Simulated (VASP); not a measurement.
# Ag in VASP: a series of runs, part 3 of 3

VASP 6.6.1. Earlier steps stand in the parts before.

### Step 5. Single point, PBEsol (strain -0.050 along x and y, -0.025 along z)

Input file INCAR:

```
SYSTEM = Ag
PREC     = Accurate       ! precision mode
ENCUT    = 520            ! plane-wave cutoff, eV
EDIFF    = 1E-7           ! SCF threshold, eV
ISMEAR   = 0              ! smearing method
SIGMA    = 0.15           ! smearing width, eV
LREAL    = .FALSE.        ! projectors in reciprocal space
LASPH    = .TRUE.         ! aspherical terms in the spheres
NELM     = 100            ! most SCF steps
ALGO     = Fast           ! electronic algorithm
ISIF     = 2              ! what is computed and relaxed
LWAVE    = .FALSE.        ! write WAVECAR
LCHARG   = .TRUE.         ! write CHGCAR
GGA      = PS             ! functional
LELF     = .TRUE.         ! ELF
LVHAR    = .TRUE.       
NBANDS   = 12             ! bands
```

Input file KPOINTS:

```
regular mesh
0
G
  20 20 20
  0 0 0
```

Input file POSCAR:

```
Ag
1.0
    0.0000000000      1.9409450000      1.9920225000
    1.9409450000      0.0000000000      1.9920225000
    1.9409450000      1.9409450000      0.0000000000
Ag
1
Direct
    0.0000000000      0.0000000000      0.0000000000
```

Potentials or basis: VASP PAW PBE potentials, release 64 (Ag).

Launch:

```bash
> cat potpaw_PBE.64/Ag/POTCAR > POTCAR
> mpirun -np 1 vasp_std > vasp.out
```

OUTCAR:

```text
SYSTEM = Ag
   PREC = Accurate
   ENCUT = 520
   EDIFF = 1E-7
   ISMEAR = 0
   LREAL = .FALSE.
   LASPH = .TRUE.
   NELM = 100
   ISIF = 2
   GGA = PS

 ion  position               nearest neighbor table
   1  0.000  0.000  0.000-

  LATTYP: Found a body centered tetragonal cell.
 ALAT       =     2.7449107428
 C/A-ratio  =     1.4514297088

  Lattice vectors:

 A1 = (  -1.9409450000,   0.0000000000,   1.9920225000)
 A2 = (   1.9409450000,   0.0000000000,   1.9920225000)
 A3 = (   0.0000000000,   1.9409450000,  -1.9920225000)

Analysis of symmetry for initial positions (statically):
=====================================================================
 Subroutine PRICEL returns:
 Original cell was already a primitive cell.

 Routine SETGRP: Setting up the symmetry group for a
 body centered tetragonal supercell.

 Subroutine GETGRP returns: Found 16 space group operations
 (whereof 16 operations were pure point group operations)
 out of a pool of 16 trial point group operations.

The static configuration has the point symmetry D_4h.

Analysis of symmetry for dynamics (positions and initial velocities):
=====================================================================
 Subroutine PRICEL returns:
 Original cell was already a primitive cell.

 Routine SETGRP: Setting up the symmetry group for a
 body centered tetragonal supercell.

 Subroutine GETGRP returns: Found 16 space group operations
 (whereof 16 operations were pure point group operations)
 out of a pool of 16 trial point group operations.

The dynamic configuration has the point symmetry D_4h.

 Subroutine INISYM returns: Found 16 space group operations
 (whereof 16 operations are pure point group operations),
 and found     1 'primitive' translations

----------------------------------------------------------------------------------------

                                     Primitive cell

  volume of cell :      15.0090

  direct lattice vectors                    reciprocal lattice vectors
     0.000000000  1.940945000  1.992022500    -0.257606475  0.257606475  0.251001181
     1.940945000  0.000000000  1.992022500     0.257606475 -0.257606475  0.251001181
     1.940945000  1.940945000  0.000000000     0.257606475  0.257606475 -0.251001181

  length of vectors
     2.781262507  2.781262507  2.744910743     0.442406809  0.442406809  0.442406809

  position of ions in fractional coordinates (direct lattice)
     0.000000000  0.000000000  0.000000000

  ion indices of the primitive-cell ions
   primitive index   ion index
                 1           1

----------------------------------------------------------------------------------------

 KPOINTS: regular mesh

Automatic generation of k-mesh.
 Grid dimensions read from file:
 generate k-points for:   20   20   20

 Generating k-lattice:

  Cartesian coordinates                     Fractional coordinates (reciprocal lattice)
    -0.012880324  0.012880324  0.012550059     0.050000000  0.000000000  0.000000000
     0.012880324 -0.012880324  0.012550059     0.000000000  0.050000000  0.000000000
     0.012880324  0.012880324 -0.012550059     0.000000000  0.000000000  0.050000000

  Length of vectors
     0.022120340  0.022120340  0.022120340

  Shift w.r.t. Gamma in fractional coordinates (k-lattice)
     0.000000000  0.000000000  0.000000000

 Subroutine IBZKPT returns following result:
 ===========================================

 Found    641 irreducible k-points:

 Following reciprocal coordinates:
            Coordinates               Weight
  0.000000  0.000000  0.000000      1.000000
  0.050000  0.000000  0.000000      8.000000
  0.100000 -0.000000  0.000000      8.000000
  0.150000  0.000000  0.000000      8.000000
  0.200000 -0.000000  0.000000      8.000000
  0.250000  0.000000  0.000000      8.000000
[... 16 lines left out ...]
 -0.400000  0.050000  0.000000      8.000000
 -0.350000  0.050000  0.000000      8.000000
 [... further k-points ...]
   k-points           NKPTS =    641   k-points in BZ     NKDIM =    641   number of bands    NBANDS=     12
   number of dos      NEDOS =    301   number of ions     NIONS =      1
   total plane-waves  NPLWV =  11520
   dimension x,y,z NGX =    24 NGY =   24 NGZ =   20
   dimension x,y,z NGXF=    48 NGYF=   48 NGZF=   40
   ions per type =               1
   NGX,Y,Z   is equivalent  to a cutoff of  14.35, 14.35, 12.11 a.u.
   NGXF,Y,Z  is equivalent  to a cutoff of  28.69, 28.69, 24.23 a.u.
 SYSTEM =  Ag
   PREC   = accura    normal or accurate (medium, high low for compatibility)
   ISTART =      0    job   : 0-new  1-cont  2-samecut
   ICHARG =      2    charge: 1-file 2-atom 10-const
   ISPIN  =      1    spin polarized calculation?
   LNONCOLLINEAR =      F non collinear calculations
   LSORBIT =      F    spin-orbit coupling
   LASPH  =      T    aspherical Exc in radial PAW
   ENCUT  =  520.0 eV  38.22 Ry    6.18 a.u.   5.17  5.17  5.10*2*pi/ulx,y,z
   NELM   =    100;   NELMIN=  2; NELMDL= -5     # of ELM steps
   EDIFF  = 0.1E-06   stopping-criterion for ELM
   LREAL  =      F    real-space projection
   EDIFFG = 0.1E-05   stopping-criterion for IOM
   NSW    =      0    number of steps for IOM
   IBRION =     -1    ionic relax: 0-MD 1-quasi-New 2-CG
   NFREE  =      0    steps in history (QN), initial steepest desc. (CG)
   ISIF   =      2    stress and relaxation
   ISYM   =      2    0-nonsym 1-usesym 2-fastsym
   POTIM  = 0.5000    time-step for ionic-motion
   TEBEG  =    0.0;   TEEND  =   0.0 temperature during run
   PSTRESS=    0.0 pullay stress
   NELECT =      11.0000    total number of electrons
   NUPDOWN=      -1.0000    fix difference up-down
   EMIN   =  10.00;   EMAX   =-10.00  energy-range for DOS
   EFERMI =   0.00;   METHOD = LEGACY
   ISMEAR =     0;   SIGMA  =   0.15  broadening in eV -4-tet -1-fermi 0-gaus
   EFERMI_NEDOS =   21; number of points for ismear=-14 and -15
   IALGO  =     68    algorithm
   IMIX   =      4    mixing-type and parameters
     AMIX     =   0.40;   BMIX     =  1.00
     AMIX_MAG =   1.60;   BMIX_MAG =  1.00
  volume/ion in A,a.u.               =      15.01       101.29
  Fermi-wavevector in a.u.,A,eV,Ry     =   1.476008  2.789251 29.641663  2.178601
  Thomas-Fermi vector in A             =   2.590588
   LORBIT       =      0    0 simple, 1 ext, 2 COOP (PROOUT), +10 PAW based schemes
   GGA     = PS    functional components
   LHFCALC =     F    Hartree Fock is set to
   AEXX    =    0.0000 exact exchange contribution
   IVDW    =     0    specifies the selected vdW correction
   LEPSILON=     F    determine dielectric tensor
   LRPA    =     F    only Hartree local field effects (RPA)
 non-spin polarized calculation
 RMM-DIIS sequential band-by-band and
 Gauss-broadening in eV      SIGMA  =   0.15
  energy-cutoff  :      520.00
  volume of cell :       15.01
 maximum number of plane-waves:       416
 NGX is ok and might be reduce to    24
   NGX = 11   NGY = 11   NGZ = 11

 number of electron      10.9999998 magnetization

 Free energy of the ion-electron system (eV)
  ---------------------------------------------------
  ext. energy  EPLUGINS =         0.00000000
  ---------------------------------------------------
  free energy    TOTEN  =        -3.23661382 eV

  energy without entropy =       -3.23402215  energy(sigma->0) =       -3.23531798

 E-fermi :  10.1466     XC(G=0): -13.1897

 val. band max:       10.1282277690   @ k =  -0.4500   0.1000   0.0500
 cond. band min:      10.1469548511   @ k =   0.4500  -0.0000   0.3000
 fundamental gap:      0.0187270821
 Fermi energy:        10.1465659267

 k-point     1 :       0.0000    0.0000    0.0000
  band No.  band energies     occupation
      1       1.3114      2.00000
      2       4.7192      2.00000
      3       4.9232      2.00000
      4       4.9232      2.00000
      5       6.0518      2.00000
      6       6.2687      2.00000
      7      26.3468      0.00000
      8      30.3393      0.00000
      9      30.8369      0.00000
     10      30.8369      0.00000
     11      35.8452      0.00000
     12      37.8160      0.00000
[... 331 lines left out ...]
 k-point    24 :      -0.3500    0.0500    0.0000
  band No.  band energies     occupation
      1       3.0287      2.00000
      2       4.8240      2.00000
      3       5.0587      2.00000
      4       6.4137      2.00000
      5       6.6948      2.00000
      6       7.6533      2.00000
      7      17.7130      0.00000
      8      25.9602      0.00000
      9      28.9668      0.00000
     10      31.0769      0.00000
     11      34.4732      0.00000
     12      34.8778      0.00000

 [... further k-points ...]

------------------------ aborting loop because EDIFF is reached ----------------------------------------

  FORCE on cell =-STRESS in cart. coord.  units (eV):
  Direction    XX          YY          ZZ          XY          YZ          ZX
  --------------------------------------------------------------------------------------
  -------------------------------------------------------------------------------------
  Total        1.5807925      1.5807925      1.4230041      0.0000000     -0.0000000     -0.0000000
  in kB      168.7464880    168.7464880    151.9028869      0.0000000     -0.0000000     -0.0000000
  external PRESSURE =     163.1319543 kB  Pullay stress =       0.0000000 kB

 VOLUME and BASIS-vectors are now :
 -----------------------------------------------------------------------------
  energy-cutoff  :      520.00
  volume of cell :       15.01
      direct lattice vectors                 reciprocal lattice vectors
     0.000000000  1.940945000  1.992022500    -0.257606475  0.257606475  0.251001181
     1.940945000  0.000000000  1.992022500     0.257606475 -0.257606475  0.251001181
     1.940945000  1.940945000  0.000000000     0.257606475  0.257606475 -0.251001181

 POSITION                                       TOTAL-FORCE (eV/Angst)
 -----------------------------------------------------------------------------------
      0.00000      0.00000      0.00000         0.000000      0.000000      0.000000
 -----------------------------------------------------------------------------------
    total drift:                                0.000000      0.000000     -0.000000

  FREE ENERGIE OF THE ION-ELECTRON SYSTEM (eV)
  ---------------------------------------------------
  free  energy   TOTEN  =        -3.2366138159 eV

  energy  without entropy=       -3.2340221493  energy(sigma->0) =       -3.23531798
```

It took 58 s on 1 thread of Intel Xeon 6975P-C (Granite Rapids), shared host; peak memory 0.22 GiB.

Results:

| Quantity | Value |
| --- | --- |
| Free energy | -3.2366 eV |
| Pressure | 16.3 GPa |

Stress tensor (GPa, compression positive):
```
16.87  0.00  0.00
 0.00 16.87  0.00
 0.00  0.00 15.19
```

Levels at points of the mesh, in eV from the Fermi level:
| k point | band 4 | band 5 | band 6 | band 7 | band 8 | band 9 |
| --- | --- | --- | --- | --- | --- | --- |
| (0.00, 0.00, 0.00) | -5.22 | -4.09 | -3.88 | 16.20 | 20.19 | 20.69 |
| (0.50, 0.00, 0.00) | -3.03 | -2.94 | -0.83 | 4.35 | 15.41 | 18.86 |
| (0.50, 0.50, 0.00) | -2.74 | -2.74 | 1.08 | 7.32 | 11.58 | 11.58 |
| (0.50, 0.00, 0.50) | -2.80 | -2.64 | 1.58 | 8.01 | 11.04 | 11.13 |

Caveat: the cell differs from its parent crystal (strain -0.050 along x and y, -0.025 along z); the PAW data sets were made with another functional, which shifts forces and pressure a little.

### Step 6. Single point, PBEsol (strain -0.050 along x and y, +0.000 along z)

Input file INCAR:

```
PREC     = Accurate       # precision mode
ENCUT    = 520            # plane-wave cutoff, eV
EDIFF    = 1E-6           # SCF threshold, eV
ISMEAR   = 0              # smearing method
SIGMA    = 0.15           # smearing width, eV
LREAL    = F              # projectors in reciprocal space
LASPH    = T              # aspherical terms in the spheres
NELM     = 60             # most SCF steps
ALGO     = Normal         # electronic algorithm
ISIF     = 2              # what is computed and relaxed
LWAVE    = F              # write WAVECAR
LCHARG   = F              # write CHGCAR
GGA      = PS             # functional
NBANDS   = 12             # bands
```

Input file KPOINTS:

```
Automatic mesh
0
Gamma
  20 20 20
```

Input file POSCAR:

```
Ag
1.0
    0.0000000000      1.9409450000      2.0431000000
    1.9409450000      0.0000000000      2.0431000000
    1.9409450000      1.9409450000      0.0000000000
Ag
1
Direct
    0.0000000000      0.0000000000      0.0000000000
```

Potentials or basis: VASP PAW PBE potentials, release 64 (Ag).

Launch:

```bash
> cat potpaw_PBE.64/Ag/POTCAR > POTCAR
> mpirun -np 1 vasp_std > vasp.out
```

Wall time 31 s (1 thread of Intel Xeon 6975P-C (Granite Rapids), shared host); peak memory 0.23 GiB.

Results (log left out):

```yaml
Free_energy: -3.2662 eV
Pressure: 11.5 GPa
```

Stress tensor (GPa, compression positive):
```
12.64  0.00  0.00
 0.00 12.64  0.00
 0.00  0.00  9.31
```

Levels at points of the mesh, in eV from the Fermi level:
| k point | band 3 | band 4 | band 5 | band 6 | band 7 | band 8 | band 9 | band 10 |
| --- | --- | --- | --- | --- | --- | --- | --- | --- |
| (0.00, 0.00, 0.00) | -5.05 | -5.05 | -4.15 | -3.74 | 16.19 | 19.73 | 20.64 | 20.64 |
| (0.50, 0.00, 0.00) | -5.04 | -3.06 | -2.90 | -0.76 | 4.19 | 15.25 | 18.45 | 19.48 |
| (0.50, 0.50, 0.00) | -2.99 | -2.76 | -2.76 | 0.81 | 6.66 | 11.76 | 11.76 | 19.05 |
| (0.50, 0.00, 0.50) | -3.04 | -2.88 | -2.57 | 1.76 | 8.00 | 10.74 | 10.88 | 18.14 |

Caveat: the cell differs from its parent crystal (strain -0.050 along x and y, +0.000 along z); the PAW data sets were made with another functional, which shifts forces and pressure a little.

### Step 7. Summary

| cell | gap on the mesh (eV) | pressure (GPa) |
| --- | --- | --- |
| a = 2.962 Å, angles 60.0°, 1 atom | none | -8.9 |
| a = 3.034 Å, angles 60.0°, 1 atom | none | -12.5 |
| a = 2.998, b = 2.998, c = 3.034 Å, angles 59.6, 59.6, 60.8°, 1 atom | none | -11.5 |
| a = 2.781, b = 2.781, c = 2.745 Å, angles 60.4, 60.4, 59.1°, 1 atom | none | 16.3 |
| a = 2.818, b = 2.818, c = 2.745 Å, angles 60.9, 60.9, 58.3°, 1 atom | none | 11.5 |

Alike in all rows: task single point; level PBEsol; potentials or basis VASP PAW PBE potentials, release 64 (Ag); no spin polarisation; k mesh 20 × 20 × 20; cutoff (eV) 520; smearing gaussian 0.15 eV.

Caveats: the PAW data sets were made with another functional, which shifts forces and pressure a little.

Absolute energies hang on the potentials; compare differences alone.
